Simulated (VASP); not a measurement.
Crystal: Si.

```
CELL_PARAMETERS angstrom
0.00000 2.71550 2.71550
2.71550 0.00000 2.71550
2.71550 2.71550 0.00000
ATOMIC_POSITIONS crystal
Si 0.00000 0.00000 0.00000
Si 0.25000 0.25000 0.25000
```

| Property | Result |
| --- | --- |
| Program | VASP 6.6.1 |
| Task | relaxation of cell and atoms |
| Functional | PBE |
| Potentials or basis | VASP PAW PBE potentials, release 64 (Si) |
| Cutoff | 600 eV |
| k mesh | 10 × 10 × 10 |
| Occupations | gaussian, width 0.01 eV |
| Spin | no spin polarisation |

At the start: pressure 1.9 GPa; volume 20.02 Å³/atom.

How do energy, volume and symmetry change on relaxing?

Over 9 steps the energy falls by 2.5 meV/atom and the volume is 20.44 Å³/atom (+2.1 %); space group Fd-3m (No. 227, to 0.05 Å).

Step by step:
```csv
step,energy change (eV),largest force (eV/Å),pressure (GPa),volume (Å³)
1,0.0000,0.0000,1.94,40.05
2,-0.0027,0.0000,-1.21,41.47
3,-0.0050,0.0000,0.01,40.89
4,-0.0049,0.0000,-0.02,40.90
5,-0.0050,0.0000,-0.02,40.89
6,-0.0049,0.0000,0.07,40.86
7,-0.0050,0.0000,0.01,40.88
8,-0.0050,0.0000,0.00,40.89
9,-0.0050,0.0000,0.00,40.89
```

Final structure:
```
Si
1.0
     0.00000    2.73438    2.73438
     2.73438    0.00000    2.73438
     2.73438    2.73438    0.00000
Si
2
Direct
  0.00000 0.00000 0.00000
  0.25000 0.25000 0.25000
```
